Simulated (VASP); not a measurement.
# SiSe (P-6m2) in VASP: further runs

SiSe is run at these levels: r2SCAN, r2SCAN+D3(BJ), r2SCAN+D4; tasks: single point, relaxation of cell and atoms.

Everything below comes from runs of VASP 6.6.1. Logs are shortened: lines on timing, memory, paths and dates and some standing lists are left out, and cuts for length are marked.

**1. The cell of the first run**

It takes space group P-6m2 (No. 187, hexagonal). Conventional cell: a = 3.594 Å, b = 3.594 Å, c = 3.608 Å, α = 90.00°, β = 90.00°, γ = 120.00°. Within 3.7 Å of Si (site symmetry -6m2) lie 6 Se at 2.75 Å and 8 Si at 3.59 to 3.61 Å. Within 3.7 Å of Se (site symmetry -6m2) lie 6 Si at 2.75 Å and 8 Se at 3.59 to 3.61 Å.

**2. Single point, r2SCAN**

The input, POSCAR:

```
SiSe
1.0
    3.5940055075      0.0000000000      0.0000000000
   -1.7970027538      3.1125000708      0.0000000000
    0.0000000000      0.0000000000      3.6084255794
Si Se
1 1
Direct
    0.6666666667      0.3333333333      0.5000000000
    0.0000000000      0.0000000000      0.0000000000
```

The input, INCAR.step1:

```
SYSTEM = SiSe
PREC = Accurate
ENCUT = 520
ISMEAR = -1
SIGMA = 0.05
LREAL = .FALSE.
LASPH = .TRUE.
NELM = 100
NBANDS = 12
GGA = PE
ALGO = Normal
EDIFF = 1E-4
LWAVE = .TRUE.
LCHARG = .FALSE.
```

The input, INCAR.step2:

```
SYSTEM = SiSe
PREC = Accurate
ENCUT = 520
EDIFF = 1E-6
ISMEAR = -1
SIGMA = 0.05
LREAL = .FALSE.
LASPH = .TRUE.
NELM = 100
ALGO = Normal
ISIF = 2
LWAVE = .FALSE.
LCHARG = .FALSE.
METAGGA = R2SCAN
LMIXTAU = .TRUE.
NBANDS = 12
ISTART = 1
```

The input, KPOINTS:

```
Automatic mesh
0
G
  9 9 7
  0 0 0
```

Potentials or basis: VASP PAW PBE potentials, release 64 (Si, Se).

Started as:

```bash
cat potpaw_PBE.64/Si/POTCAR potpaw_PBE.64/Se/POTCAR > POTCAR
cp INCAR.step1 INCAR
mpirun -np 1 vasp_std > vasp.out
cp INCAR.step2 INCAR
mpirun -np 1 vasp_std > vasp.out
```

OUTCAR:

```text
SYSTEM = SiSe
   PREC = Accurate
   ENCUT = 520
   EDIFF = 1E-6
   ISMEAR = -1
   LREAL = .FALSE.
   LASPH = .TRUE.
   NELM = 100
   ISIF = 2
   METAGGA = R2SCAN
   ISTART = 1

 ion  position               nearest neighbor table
   1  0.667  0.333  0.500-   2 2.75   2 2.75   2 2.75   2 2.75   2 2.75   2 2.75
   2  0.000  0.000  0.000-   1 2.75   1 2.75   1 2.75   1 2.75   1 2.75   1 2.75

  LATTYP: Found a hexagonal cell.
 ALAT       =     3.5940055075
 C/A-ratio  =     1.0040122565

  Lattice vectors:

 A1 = (   3.5940055075,   0.0000000000,   0.0000000000)
 A2 = (  -1.7970027538,   3.1125000708,   0.0000000000)
 A3 = (   0.0000000000,   0.0000000000,   3.6084255794)

Analysis of symmetry for initial positions (statically):
=====================================================================
 Subroutine PRICEL returns:
 Original cell was already a primitive cell.

 Routine SETGRP: Setting up the symmetry group for a
 hexagonal supercell.

 Subroutine GETGRP returns: Found 12 space group operations
 (whereof 12 operations were pure point group operations)
 out of a pool of 24 trial point group operations.

The static configuration has the point symmetry D_3h.

Analysis of symmetry for dynamics (positions and initial velocities):
=====================================================================
 Subroutine PRICEL returns:
 Original cell was already a primitive cell.

 Routine SETGRP: Setting up the symmetry group for a
 hexagonal supercell.

 Subroutine GETGRP returns: Found 12 space group operations
 (whereof 12 operations were pure point group operations)
 out of a pool of 24 trial point group operations.

The dynamic configuration has the point symmetry D_3h.

 Subroutine INISYM returns: Found 12 space group operations
 (whereof 12 operations are pure point group operations),
 and found     1 'primitive' translations

----------------------------------------------------------------------------------------

                                     Primitive cell

  volume of cell :      40.3651

  direct lattice vectors                    reciprocal lattice vectors
     3.594005507  0.000000000  0.000000000     0.278241087  0.160642567  0.000000000
    -1.797002754  3.112500071  0.000000000     0.000000000  0.321285133  0.000000000
     0.000000000  0.000000000  3.608425579     0.000000000  0.000000000  0.277129174

  length of vectors
     3.594005507  3.594005507  3.608425579     0.321285133  0.321285133  0.277129174

  position of ions in fractional coordinates (direct lattice)
     0.666666667  0.333333333  0.500000000
     0.000000000  0.000000000  0.000000000

  ion indices of the primitive-cell ions
   primitive index   ion index
                 1           1
                 2           2

----------------------------------------------------------------------------------------

 KPOINTS: Automatic mesh

Automatic generation of k-mesh.
 Grid dimensions read from file:
 generate k-points for:    9    9    7

 Generating k-lattice:

  Cartesian coordinates                     Fractional coordinates (reciprocal lattice)
     0.030915676  0.017849174  0.000000000     0.111111111  0.000000000  0.000000000
     0.000000000  0.035698348  0.000000000     0.000000000  0.111111111  0.000000000
     0.000000000  0.000000000  0.039589882     0.000000000  0.000000000  0.142857143

  Length of vectors
     0.035698348  0.035698348  0.039589882

  Shift w.r.t. Gamma in fractional coordinates (k-lattice)
     0.000000000  0.000000000  0.000000000

 Subroutine IBZKPT returns following result:
 ===========================================

 Found     48 irreducible k-points:

 Following reciprocal coordinates:
            Coordinates               Weight
  0.000000  0.000000  0.000000      1.000000
  0.111111 -0.000000  0.000000      6.000000
  0.222222 -0.000000  0.000000      6.000000
  0.333333 -0.000000  0.000000      6.000000
  0.444444 -0.000000  0.000000      6.000000
  0.111111  0.111111  0.000000      6.000000
[... 16 lines left out ...]
  0.333333  0.222222  0.142857     24.000000
  0.333333  0.333333  0.142857      4.000000
 [... further k-points ...]
   k-points           NKPTS =     48   k-points in BZ     NKDIM =     48   number of bands    NBANDS=     12
   number of dos      NEDOS =    301   number of ions     NIONS =      2
   total plane-waves  NPLWV =  21952
   dimension x,y,z NGX =    28 NGY =   28 NGZ =   28
   dimension x,y,z NGXF=    56 NGYF=   56 NGZF=   56
   ions per type =               1   1
   NGX,Y,Z   is equivalent  to a cutoff of  12.95, 12.95, 12.90 a.u.
   NGXF,Y,Z  is equivalent  to a cutoff of  25.90, 25.90, 25.80 a.u.
 SYSTEM =  SiSe
   PREC   = accura    normal or accurate (medium, high low for compatibility)
   ISTART =      1    job   : 0-new  1-cont  2-samecut
   ICHARG =      0    charge: 1-file 2-atom 10-const
   ISPIN  =      1    spin polarized calculation?
   LNONCOLLINEAR =      F non collinear calculations
   LSORBIT =      F    spin-orbit coupling
   LASPH  =      T    aspherical Exc in radial PAW
   ENCUT  =  520.0 eV  38.22 Ry    6.18 a.u.   6.68  6.68  6.71*2*pi/ulx,y,z
   NELM   =    100;   NELMIN=  2; NELMDL=  0     # of ELM steps
   EDIFF  = 0.1E-05   stopping-criterion for ELM
   LREAL  =      F    real-space projection
   EDIFFG = 0.1E-04   stopping-criterion for IOM
   NSW    =      0    number of steps for IOM
   IBRION =     -1    ionic relax: 0-MD 1-quasi-New 2-CG
   NFREE  =      0    steps in history (QN), initial steepest desc. (CG)
   ISIF   =      2    stress and relaxation
   ISYM   =      2    0-nonsym 1-usesym 2-fastsym
   POTIM  = 0.5000    time-step for ionic-motion
   TEBEG  =    0.0;   TEEND  =   0.0 temperature during run
   PSTRESS=    0.0 pullay stress
   NELECT =      10.0000    total number of electrons
   NUPDOWN=      -1.0000    fix difference up-down
   EMIN   =  10.00;   EMAX   =-10.00  energy-range for DOS
   EFERMI =   0.00;   METHOD = LEGACY
   ISMEAR =    -1;   SIGMA  =   0.05  broadening in eV -4-tet -1-fermi 0-gaus
   EFERMI_NEDOS =   21; number of points for ismear=-14 and -15
   IALGO  =     38    algorithm
   IMIX   =      4    mixing-type and parameters
     AMIX     =   0.40;   BMIX     =  1.00
     AMIX_MAG =   1.60;   BMIX_MAG =  1.00
  volume/ion in A,a.u.               =      20.18       136.20
  Fermi-wavevector in a.u.,A,eV,Ry     =   1.028189  1.942995 14.383702  1.057172
  Thomas-Fermi vector in A             =   2.162172
   LORBIT       =      0    0 simple, 1 ext, 2 COOP (PROOUT), +10 PAW based schemes
   METAGGA = R2SCAN    functional components
   LHFCALC =     F    Hartree Fock is set to
   AEXX    =    0.0000 exact exchange contribution
   IVDW    =     0    specifies the selected vdW correction
   LEPSILON=     F    determine dielectric tensor
   LRPA    =     F    only Hartree local field effects (RPA)
 non-spin polarized calculation
  energy-cutoff  :      520.00
  volume of cell :       40.37
 maximum number of plane-waves:      1113
 NGX is ok and might be reduce to    28
   NGX = 13   NGY = 13   NGZ = 13

 number of electron      10.0000000 magnetization

 Free energy of the ion-electron system (eV)
  ---------------------------------------------------
  ext. energy  EPLUGINS =         0.00000000
  ---------------------------------------------------
  free energy    TOTEN  =       -22.35074895 eV

  energy without entropy =      -22.34488073  energy(sigma->0) =      -22.34781484

 E-fermi :   6.1843     XC(G=0): -10.5731

 val. band max:        6.1238385073   @ k =   0.4444   0.1111   0.4286
 cond. band min:       6.2755466498   @ k =   0.4444  -0.0000   0.1429
 fundamental gap:      0.1517081425
 Fermi energy:         6.1843154605

 k-point     1 :       0.0000    0.0000    0.0000
  band No.  band energies     occupation
      1      -9.8903      2.00000
      2       1.2871      2.00000
      3       2.0739      2.00000
      4       4.1075      2.00000
      5       4.1075      2.00000
      6       9.1178      0.00000
      7       9.1178      0.00000
      8      10.0901      0.00000
      9      13.2225      0.00000
     10      14.8752      0.00000
     11      17.3695      0.00000
     12      17.3695      0.00000

 k-point     2 :       0.1111   -0.0000    0.0000
  band No.  band energies     occupation
      1      -9.7515      2.00000
      2       0.7518      2.00000
      3       2.2215      2.00000
      4       3.8278      2.00000
      5       4.0464      2.00000
      6       8.6742      0.00000
      7       9.5732      0.00000
      8      10.8825      0.00000
      9      12.4313      0.00000
     10      15.1683      0.00000
     11      17.2213      0.00000
     12      17.2605      0.00000

 k-point     3 :       0.2222   -0.0000    0.0000
  band No.  band energies     occupation
      1      -9.3582      2.00000
      2      -0.5579      2.00000
      3       2.6455      2.00000
      4       3.2634      2.00000
      5       4.1064      2.00000
      6       8.0241      0.00000
      7      10.5430      0.00000
      8      10.8562      0.00000
      9      12.2592      0.00000
     10      14.4652      0.00000
     11      16.9018      0.00000
     12      17.2286      0.00000
[... 286 lines left out ...]
 k-point    23 :       0.3333    0.2222    0.1429
  band No.  band energies     occupation
      1      -7.9970      2.00000
      2      -2.6540      2.00000
      3       0.6828      2.00000
      4       2.6217      2.00000
      5       5.3459      2.00000
      6       8.1109      0.00000
      7       8.9507      0.00000
      8      10.3317      0.00000
      9      13.0731      0.00000
     10      15.0079      0.00000
     11      16.0636      0.00000
     12      18.0611      0.00000

 k-point    24 :       0.3333    0.3333    0.1429
  band No.  band energies     occupation
      1      -7.8577      2.00000
      2      -2.7115      2.00000
      3       0.1875      2.00000
      4       2.9113      2.00000
      5       5.1223      2.00000
      6       8.3627      0.00000
      7       9.1152      0.00000
      8       9.9660      0.00000
      9      14.1564      0.00000
     10      15.4834      0.00000
     11      15.5352      0.00000
     12      15.8815      0.00000

 [... further k-points ...]

------------------------ aborting loop because EDIFF is reached ----------------------------------------

  FORCE on cell =-STRESS in cart. coord.  units (eV):
  Direction    XX          YY          ZZ          XY          YZ          ZX
  --------------------------------------------------------------------------------------
  -------------------------------------------------------------------------------------
  Total        0.0042092      0.0042092     -0.0035677     -0.0000000     -0.0000000      0.0000000
  in kB        0.1670717      0.1670717     -0.1416086     -0.0000000     -0.0000000      0.0000000
  external PRESSURE =       0.0641783 kB  Pullay stress =       0.0000000 kB

 VOLUME and BASIS-vectors are now :
 -----------------------------------------------------------------------------
  energy-cutoff  :      520.00
  volume of cell :       40.37
      direct lattice vectors                 reciprocal lattice vectors
     3.594005507  0.000000000  0.000000000     0.278241087  0.160642567  0.000000000
    -1.797002754  3.112500071  0.000000000     0.000000000  0.321285133  0.000000000
     0.000000000  0.000000000  3.608425579     0.000000000  0.000000000  0.277129174

 POSITION                                       TOTAL-FORCE (eV/Angst)
 -----------------------------------------------------------------------------------
      1.79700      1.03750      1.80421        -0.000000      0.000000      0.000000
      0.00000      0.00000      0.00000         0.000000      0.000000      0.000000
 -----------------------------------------------------------------------------------
    total drift:                                0.000001     -0.000001      0.000000

  FREE ENERGIE OF THE ION-ELECTRON SYSTEM (eV)
  ---------------------------------------------------
  free  energy   TOTEN  =       -22.3507489476 eV

  energy  without entropy=      -22.3448807321  energy(sigma->0) =      -22.34781484
```

It took 93 s on 1 thread of AMD EPYC 7R43 (Zen 3), shared host; peak memory 0.14 GiB.

What came out:

| Quantity | Value |
| --- | --- |
| Free energy | -22.3507 eV |
| Pressure | 0.0 GPa |
| Band gap on the k mesh | zero (bands 5 and 6 overlap by 3.12 eV) |

Caveat: the PAW data sets were made with another functional, which shifts forces and pressure a little.

(Continued in part 2 of 2.)
